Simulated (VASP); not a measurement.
The system is MnCoSnH.

```
CELL_PARAMETERS angstrom
3.78123 0.00000 0.00000
0.00000 3.78123 0.00000
0.00000 0.00000 7.23955
ATOMIC_POSITIONS crystal
Mn 0.25000 0.25000 0.67090
Mn 0.75000 0.75000 0.32910
H 0.25000 0.75000 0.50000
H 0.75000 0.25000 0.50000
Sn 0.25000 0.25000 0.16430
Sn 0.75000 0.75000 0.83570
Co 0.75000 0.25000 0.00000
Co 0.25000 0.75000 0.00000
```

Base run:

- Program: VASP 6.6.1
- Functional: PBE
- Potentials or basis: VASP PAW PBE potentials, release 64 (Mn_pv, H, Sn_d, Co)
- Cutoff: 520 eV
- k mesh: 5 × 5 × 3
- Occupations: fermi-dirac, width 0.0171 eV
- Spin: no spin polarisation

Its results: band gap on the k mesh zero (bands 37 and 38 overlap by 0.21 eV); pressure 13.9 GPa; largest force 7.868 eV/Å.

Problem. The run is repeated on the same cell with these changes: occupations from fermi-dirac, width 0.0171 eV to gaussian, width 0.025 eV; dispersion from none to D3(BJ). What comes out?

Solution. Band gap on the k mesh zero (bands 37 and 38 overlap by 0.21 eV); pressure 9.3 GPa; largest force 7.880 eV/Å.

Caveats: the cell stands under pressure; spin-orbit coupling is left out, which moves the levels of the heavy elements; the run has no spin polarisation, though such a crystal can be magnetic; forces of over 1 eV/Å act on the atoms, so gaps and moduli don't describe the material at rest; three body term missing (at least some runs).
